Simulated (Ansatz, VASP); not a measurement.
LiPS3: VASP beside Ansatz

```
CELL_PARAMETERS angstrom
5.36666 -3.34874 0.08256
5.36666 3.34874 0.08256
-3.58641 0.00000 5.14959
ATOMIC_POSITIONS crystal
Li 0.76075 0.23925 0.00000
Li 0.23925 0.76075 0.00000
P 0.15637 0.15637 0.58196
P 0.84363 0.84363 0.41804
S 0.23337 0.76663 0.50000
S 0.76663 0.23337 0.50000
S 0.20646 0.20646 0.31801
S 0.79354 0.79354 0.68199
S 0.32207 0.32207 0.95037
S 0.67793 0.67793 0.04963
```

Alike in both runs: functional LDA; k mesh 4 × 4 × 4; occupations fermi-dirac, width 0.02 eV; no spin polarisation.

Ansatz relaxed the structure, and its values are those at the end. VASP's run is a single point on that final structure, the one shown.

```csv
,VASP,Ansatz
version,VASP 6.6.1,Ansatz 0.2.0
potentials or method,"VASP PAW LDA potentials, release 64 (Li_sv, P, S), cutoff 520 eV",PAW plane waves
valence electrons in the cell,52,52
```

|  | VASP | Ansatz | Ansatz less VASP |
| --- | --- | --- | --- |
| gap on the k mesh at the Fermi level (eV) | 1.67 | 1.66 | -0.009 |
| rms of the force components (eV/Å) | 0.044 | 0.002 | -0.0419 |

Ansatz warns that its potentials were made for another functional, while VASP's fit it. LDA's correlation is that of Perdew and Zunger in VASP and of Perdew and Wang (1992) in Ansatz.

Noted on VASP's run: the cutoff is under 1.25 times that of the potentials, so the pressure is a little rough.
